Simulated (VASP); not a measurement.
# CdS (P6_3mc) in VASP: further runs

Aim: see how the results for CdS move with the level of theory and the settings. Levels: PBEsol, HSE06. Tasks: single point.

All numbers are computed with VASP 6.6.1; they aren't measurements. Logs are shortened: lines on timing, memory, paths and dates and some standing lists are left out, and cuts for length are marked.

## (1) The cell of the first run

The structure is hexagonal, space group P6_3mc (No. 186). The conventional cell has a = 4.165 Å, b = 4.165 Å, c = 6.766 Å, α = 90.00°, β = 90.00°, γ = 120.00°. Cd (site symmetry 3m) has 4 S at 2.54 to 2.55 Å within 3.4 Å. S (site symmetry 3m) has 4 Cd at 2.54 to 2.55 Å within 3.4 Å.

## (2) Single point, PBEsol

INCAR

```
  PREC = Accurate
  ENCUT = 630
  EDIFF = 1E-6
  ISMEAR = -1
  SIGMA = 0.2
  LREAL = F
  LASPH = T
  NELM = 120
  ALGO = Normal
  ISIF = 2
  LWAVE = F
  LCHARG = T
  GGA = PS
  LELF = T
  LVHAR = T
  NBANDS = 34
  GGA_COMPAT = F
```

KPOINTS

```
Automatic mesh
0
Gamma
  6 6 4
```

POSCAR

```
CdS
1.0
    4.1646212372      0.0000000000      0.0000000000
   -2.0823106186      3.6066677886      0.0000000000
    0.0000000000      0.0000000000      6.7659754123
Cd S
2 2
Direct
    0.3333333333      0.6666666667     -0.0009650885
    0.6666666667      0.3333333333      0.4990349115
    0.3333333333      0.6666666667      0.3759650885
    0.6666666667      0.3333333333      0.8759650885
```

Potentials or basis: VASP PAW PBE potentials, release 64 (Cd_sv_GW, S).

Started as:

```sh
$ cat potpaw_PBE.64/Cd_sv_GW/POTCAR potpaw_PBE.64/S/POTCAR > POTCAR
$ mpirun -np 1 vasp_std > vasp.out
```

OUTCAR:

```text
PREC = Accurate
   ENCUT = 630
   EDIFF = 1E-6
   ISMEAR = -1
   LREAL = F
   LASPH = T
   NELM = 120
   ISIF = 2
   GGA = PS

 ion  position               nearest neighbor table
   1  0.333  0.667  0.999-   4 2.54   4 2.54   4 2.54   3 2.55
   2  0.667  0.333  0.499-   3 2.54   3 2.54   3 2.54   4 2.55
   3  0.333  0.667  0.376-   2 2.54   2 2.54   2 2.54   1 2.55
   4  0.667  0.333  0.876-   1 2.54   1 2.54   1 2.54   2 2.55

  LATTYP: Found a hexagonal cell.
 ALAT       =     4.1646212372
 C/A-ratio  =     1.6246316356

  Lattice vectors:

 A1 = (   4.1646212372,   0.0000000000,   0.0000000000)
 A2 = (  -2.0823106186,   3.6066677886,   0.0000000000)
 A3 = (   0.0000000000,   0.0000000000,   6.7659754123)

Analysis of symmetry for initial positions (statically):
=====================================================================
 Subroutine PRICEL returns:
 Original cell was already a primitive cell.

 Routine SETGRP: Setting up the symmetry group for a
 hexagonal supercell.

 Subroutine GETGRP returns: Found 12 space group operations
 (whereof  6 operations were pure point group operations)
 out of a pool of 24 trial point group operations.

The static configuration has the point symmetry C_3v.
 The point group associated with its full space group is C_6v.

Analysis of symmetry for dynamics (positions and initial velocities):
=====================================================================
 Subroutine PRICEL returns:
 Original cell was already a primitive cell.

 Routine SETGRP: Setting up the symmetry group for a
 hexagonal supercell.

 Subroutine GETGRP returns: Found 12 space group operations
 (whereof  6 operations were pure point group operations)
 out of a pool of 24 trial point group operations.

The dynamic configuration has the point symmetry C_3v.
 The point group associated with its full space group is C_6v.

 Subroutine INISYM returns: Found 12 space group operations
 (whereof  6 operations are pure point group operations),
 and found     1 'primitive' translations

----------------------------------------------------------------------------------------

                                     Primitive cell

  volume of cell :     101.6277

  direct lattice vectors                    reciprocal lattice vectors
     4.164621237  0.000000000  0.000000000     0.240117875  0.138632120  0.000000000
    -2.082310619  3.606667789  0.000000000     0.000000000  0.277264239  0.000000000
     0.000000000  0.000000000  6.765975412     0.000000000  0.000000000  0.147798350

  length of vectors
     4.164621237  4.164621237  6.765975412     0.277264239  0.277264239  0.147798350

  position of ions in fractional coordinates (direct lattice)
     0.333333333  0.666666667  0.999034911
     0.666666667  0.333333333  0.499034911
     0.333333333  0.666666667  0.375965089
     0.666666667  0.333333333  0.875965089

  ion indices of the primitive-cell ions
   primitive index   ion index
                 1           1
                 2           2
                 3           3
                 4           4

----------------------------------------------------------------------------------------

 KPOINTS: Automatic mesh

Automatic generation of k-mesh.
 Grid dimensions read from file:
 generate k-points for:    6    6    4

 Generating k-lattice:

  Cartesian coordinates                     Fractional coordinates (reciprocal lattice)
     0.040019646  0.023105353  0.000000000     0.166666667  0.000000000  0.000000000
     0.000000000  0.046210707  0.000000000     0.000000000  0.166666667  0.000000000
     0.000000000  0.000000000  0.036949587     0.000000000  0.000000000  0.250000000

  Length of vectors
     0.046210707  0.046210707  0.036949587

  Shift w.r.t. Gamma in fractional coordinates (k-lattice)
     0.000000000  0.000000000  0.000000000

 Subroutine IBZKPT returns following result:
 ===========================================

 Found     21 irreducible k-points:

 Following reciprocal coordinates:
            Coordinates               Weight
  0.000000  0.000000  0.000000      1.000000
  0.166667 -0.000000  0.000000      6.000000
  0.333333 -0.000000  0.000000      6.000000
  0.500000 -0.000000  0.000000      3.000000
  0.166667  0.166667  0.000000      6.000000
  0.333333  0.166667  0.000000     12.000000
[... 13 lines left out ...]
  0.333333  0.166667  0.500000     12.000000
  0.333333  0.333333  0.500000      2.000000
   k-points           NKPTS =     21   k-points in BZ     NKDIM =     21   number of bands    NBANDS=     34
   number of dos      NEDOS =    301   number of ions     NIONS =      4
   total plane-waves  NPLWV =  72576
   dimension x,y,z NGX =    36 NGY =   36 NGZ =   56
   dimension x,y,z NGXF=    72 NGYF=   72 NGZF=  112
   ions per type =               2   2
   NGX,Y,Z   is equivalent  to a cutoff of  14.37, 14.37, 13.76 a.u.
   NGXF,Y,Z  is equivalent  to a cutoff of  28.74, 28.74, 27.52 a.u.
 SYSTEM =  unknown system
   PREC   = accura    normal or accurate (medium, high low for compatibility)
   ISTART =      0    job   : 0-new  1-cont  2-samecut
   ICHARG =      2    charge: 1-file 2-atom 10-const
   ISPIN  =      1    spin polarized calculation?
   LNONCOLLINEAR =      F non collinear calculations
   LSORBIT =      F    spin-orbit coupling
   LASPH  =      T    aspherical Exc in radial PAW
   ENCUT  =  630.0 eV  46.30 Ry    6.80 a.u.   8.52  8.52 13.85*2*pi/ulx,y,z
   NELM   =    120;   NELMIN=  2; NELMDL= -5     # of ELM steps
   EDIFF  = 0.1E-05   stopping-criterion for ELM
   LREAL  =      F    real-space projection
   EDIFFG = 0.1E-04   stopping-criterion for IOM
   NSW    =      0    number of steps for IOM
   IBRION =     -1    ionic relax: 0-MD 1-quasi-New 2-CG
   NFREE  =      0    steps in history (QN), initial steepest desc. (CG)
   ISIF   =      2    stress and relaxation
   ISYM   =      2    0-nonsym 1-usesym 2-fastsym
   POTIM  = 0.5000    time-step for ionic-motion
   TEBEG  =    0.0;   TEEND  =   0.0 temperature during run
   PSTRESS=    0.0 pullay stress
   NELECT =      52.0000    total number of electrons
   NUPDOWN=      -1.0000    fix difference up-down
   EMIN   =  10.00;   EMAX   =-10.00  energy-range for DOS
   EFERMI =   0.00;   METHOD = LEGACY
   ISMEAR =    -1;   SIGMA  =   0.20  broadening in eV -4-tet -1-fermi 0-gaus
   EFERMI_NEDOS =   21; number of points for ismear=-14 and -15
   IALGO  =     38    algorithm
   IMIX   =      4    mixing-type and parameters
     AMIX     =   0.40;   BMIX     =  1.00
     AMIX_MAG =   1.60;   BMIX_MAG =  1.00
  volume/ion in A,a.u.               =      25.41       171.45
  Fermi-wavevector in a.u.,A,eV,Ry     =   1.309399  2.474405 23.327530  1.714525
  Thomas-Fermi vector in A             =   2.440000
   LORBIT       =      0    0 simple, 1 ext, 2 COOP (PROOUT), +10 PAW based schemes
   GGA     = PS    functional components
   LHFCALC =     F    Hartree Fock is set to
   AEXX    =    0.0000 exact exchange contribution
   IVDW    =     0    specifies the selected vdW correction
   LEPSILON=     F    determine dielectric tensor
   LRPA    =     F    only Hartree local field effects (RPA)
 non-spin polarized calculation
  energy-cutoff  :      630.00
  volume of cell :      101.63
 maximum number of plane-waves:      3676
 NGX is ok and might be reduce to    36
   NGX = 17   NGY = 17   NGZ = 27

 number of electron      51.9999983 magnetization

 Free energy of the ion-electron system (eV)
  ---------------------------------------------------
  ext. energy  EPLUGINS =         0.00000000
  ---------------------------------------------------
  free energy    TOTEN  =       -13.79094436 eV

  energy without entropy =      -13.78382629  energy(sigma->0) =      -13.78738533

 E-fermi :   3.3369     XC(G=0):  -9.3741

 val. band max:        2.5119802953   @ k =   0.0000   0.0000   0.0000
 cond. band min:       3.5449958945   @ k =   0.0000   0.0000   0.0000
 fundamental gap:      1.0330155992
 Fermi energy:         3.3368635759

 k-point     1 :       0.0000    0.0000    0.0000
  band No.  band energies     occupation
      1     -98.6595      2.00000
      2     -98.6595      2.00000
      3     -59.7518      2.00000
      4     -59.7516      2.00000
      5     -59.7516      2.00000
      6     -59.7515      2.00000
[... 26 lines left out ...]
     33       9.9929      0.00000
     34      10.0022      0.00000

 k-point     2 :       0.1667   -0.0000    0.0000
  band No.  band energies     occupation
      1     -98.6595      2.00000
      2     -98.6595      2.00000
      3     -59.7517      2.00000
      4     -59.7516      2.00000
      5     -59.7516      2.00000
      6     -59.7516      2.00000
[... 26 lines left out ...]
     33       9.9021      0.00000
     34      10.5691      0.00000

 k-point     3 :       0.3333   -0.0000    0.0000
  band No.  band energies     occupation
      1     -98.6595      2.00000
      2     -98.6595      2.00000
      3     -59.7519      2.00000
      4     -59.7518      2.00000
      5     -59.7516      2.00000
      6     -59.7516      2.00000
[... 26 lines left out ...]
     33      10.6937      0.00000
     34      11.1936      0.00000
[... 593 lines left out ...]
 k-point    20 :       0.3333    0.1667    0.5000
  band No.  band energies     occupation
      1     -98.6595      2.00000
      2     -98.6595      2.00000
      3     -59.7519      2.00000
      4     -59.7519      2.00000
      5     -59.7517      2.00000
      6     -59.7517      2.00000
[... 26 lines left out ...]
     33      10.8378      0.00000
     34      10.8378      0.00000

 k-point    21 :       0.3333    0.3333    0.5000
  band No.  band energies     occupation
      1     -98.6595      2.00000
      2     -98.6595      2.00000
      3     -59.7519      2.00000
      4     -59.7519      2.00000
      5     -59.7518      2.00000
      6     -59.7518      2.00000
[... 26 lines left out ...]
     33      11.6958      0.00000
     34      11.8177      0.00000

------------------------ aborting loop because EDIFF is reached ----------------------------------------

  FORCE on cell =-STRESS in cart. coord.  units (eV):
  Direction    XX          YY          ZZ          XY          YZ          ZX
  --------------------------------------------------------------------------------------
  -------------------------------------------------------------------------------------
  Total       -1.0677825     -1.0677825     -1.0327640      0.0000000      0.0000000      0.0000000
  in kB      -16.8337668    -16.8337668    -16.2816945      0.0000000      0.0000000      0.0000000
  external PRESSURE =     -16.6497427 kB  Pullay stress =       0.0000000 kB

 VOLUME and BASIS-vectors are now :
 -----------------------------------------------------------------------------
  energy-cutoff  :      630.00
  volume of cell :      101.63
      direct lattice vectors                 reciprocal lattice vectors
     4.164621237  0.000000000  0.000000000     0.240117875  0.138632120  0.000000000
    -2.082310619  3.606667789  0.000000000     0.000000000  0.277264239  0.000000000
     0.000000000  0.000000000  6.765975412     0.000000000  0.000000000  0.147798350

 POSITION                                       TOTAL-FORCE (eV/Angst)
 -----------------------------------------------------------------------------------
     -0.00000      2.40445      6.75945         0.000000      0.000000      0.001128
      2.08231      1.20222      3.37646         0.000000     -0.000000      0.001128
     -0.00000      2.40445      2.54377         0.000000     -0.000000     -0.001128
      2.08231      1.20222      5.92676        -0.000000      0.000000     -0.001128
 -----------------------------------------------------------------------------------
    total drift:                               -0.000001      0.000000      0.000774

  FREE ENERGIE OF THE ION-ELECTRON SYSTEM (eV)
  ---------------------------------------------------
  free  energy   TOTEN  =       -13.7909443635 eV

  energy  without entropy=      -13.7838262921  energy(sigma->0) =      -13.78738533
```

It took 1.8 min on 1 thread of Intel Xeon Platinum 8259CL at 2.50GHz (Skylake/Cascade Lake), shared host; peak memory 0.3 GiB.

Results:

| Quantity | Value |
| --- | --- |
| Free energy | -13.7909 eV |
| Pressure | -1.7 GPa |
| Band gap on the k mesh | 1.03 eV |

Levels at points of the mesh, in eV from the valence-band top:
| k point | band 23 | band 24 | band 25 | band 26 | band 27 | band 28 | band 29 | band 30 |
| --- | --- | --- | --- | --- | --- | --- | --- | --- |
| (0.00, 0.00, 0.00) | -0.74 | -0.04 | 0.00 | 0.00 | 1.03 | 2.64 | 6.39 | 6.39 |
| (0.50, 0.00, 0.00) | -2.60 | -1.84 | -1.27 | -0.74 | 3.58 | 3.76 | 5.00 | 6.23 |
| (0.00, 0.00, 0.50) | -0.38 | -0.38 | -0.38 | -0.38 | 2.70 | 2.70 | 6.03 | 6.03 |
| (0.50, 0.00, 0.50) | -1.32 | -1.32 | -1.30 | -1.30 | 3.35 | 3.35 | 5.26 | 5.26 |

Caveat: the PAW data sets were made with another functional, which shifts forces and pressure a little.

## (3) Single point, HSE06

POSCAR is that of step 2.

INCAR.step1

```
PREC = Accurate
ENCUT = 520
EDIFF = 1E-5
ISMEAR = 0
SIGMA = 0.01
LREAL = F
LASPH = T
NELM = 60
ALGO = Normal
ISIF = 2
LWAVE = T
GGA = PE
NBANDS = 26
KPAR = 2
```

INCAR.step2

```
PREC = Accurate
ENCUT = 520
EDIFF = 1E-6
ISMEAR = 0
SIGMA = 0.01
LREAL = F
LASPH = T
NELM = 60
ALGO = Normal
ISIF = 2
LWAVE = F
LCHARG = T
GGA = PE
LHFCALC = T
HFSCREEN = 0.2079
PRECFOCK = Normal
LVHAR = T
ISTART = 1
NBANDS = 26
KPAR = 2
```

KPOINTS

```
regular mesh
0
Gamma
  6 6 2
```

Potentials or basis: VASP PAW PBE potentials, release 64 (Cd, S).

Started as:

```sh
$ cat potpaw_PBE.64/Cd/POTCAR potpaw_PBE.64/S/POTCAR > POTCAR
$ cp INCAR.step1 INCAR
$ mpirun -np 2 vasp_std > vasp.out
$ cp INCAR.step2 INCAR
$ mpirun -np 2 vasp_std > vasp.out
```

Wall time 19 min (2 MPI ranks of Intel Xeon 6975P-C (Granite Rapids), shared host); peak memory 0.36 GiB.

Results (log left out):

| Property | Result |
| --- | --- |
| Free energy | -15.2531 eV |
| Pressure | 0.5 GPa |
| Band gap on the k mesh | 2.19 eV |

Levels at points of the mesh, in eV from the valence-band top:
```
           k point  band 15  band 16  band 17  band 18  band 19  band 20  band 21  band 22
(0.00, 0.00, 0.00)    -0.79    -0.04     0.00     0.00     2.19     3.84     7.63     7.63
(0.50, 0.00, 0.00)    -2.73    -1.94    -1.32    -0.78     4.81     4.91     6.09     7.61
(0.00, 0.00, 0.50)    -0.41    -0.41    -0.41    -0.41     3.88     3.88     7.30     7.30
(0.50, 0.00, 0.50)    -1.39    -1.39    -1.36    -1.36     4.51     4.51     6.47     6.47
```

Caveat: the k points lie up to 0.46 Å⁻¹ apart; the PAW data sets were made with another functional, which shifts forces and pressure a little.
